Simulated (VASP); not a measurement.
Runs of VASP 6.6.1 on Hf. The structure is that of space group P6_3/mmc (No. 194), or close to it. The cells are those of the table. 

```csv
cell,gap on the mesh (eV),pressure (GPa)
"a = 3.270, b = 3.270, c = 5.173 Å, angles 90.0, 90.0, 120.0°, 2 atoms",none,(a)
"a = 3.175, b = 3.175, c = 5.024 Å, angles 90.0, 90.0, 120.0°, 2 atoms",none,-2.0
"a = 3.143, b = 3.143, c = 4.972 Å, angles 90.0, 90.0, 120.0°, 2 atoms",none,1.6
"a = 3.239, b = 3.239, c = 5.124 Å, angles 90.0, 90.0, 120.0°, 2 atoms",none,(b)
"a = 3.207, b = 3.207, c = 5.075 Å, angles 90.0, 90.0, 120.0°, 2 atoms",none,-5.1
```

Alike in all rows: task single point; level PBEsol; potentials or basis VASP PAW PBE potentials, release 64 (Hf_pv); no spin polarisation; k mesh 12 × 12 × 7; cutoff (eV) 500; smearing methfessel-paxton 0.15 eV.

Fill in the values left out.

(a) -10.2; (b) -7.8.

Caveats: the PAW data sets were made with another functional, which shifts forces and pressure a little; spin-orbit coupling is left out, which moves the levels of the heavy elements.

A k mesh can miss the band edges, and the runs leave out spin-orbit coupling on Hf.

A gap of «none» marks levels without a gap at the run's occupations.
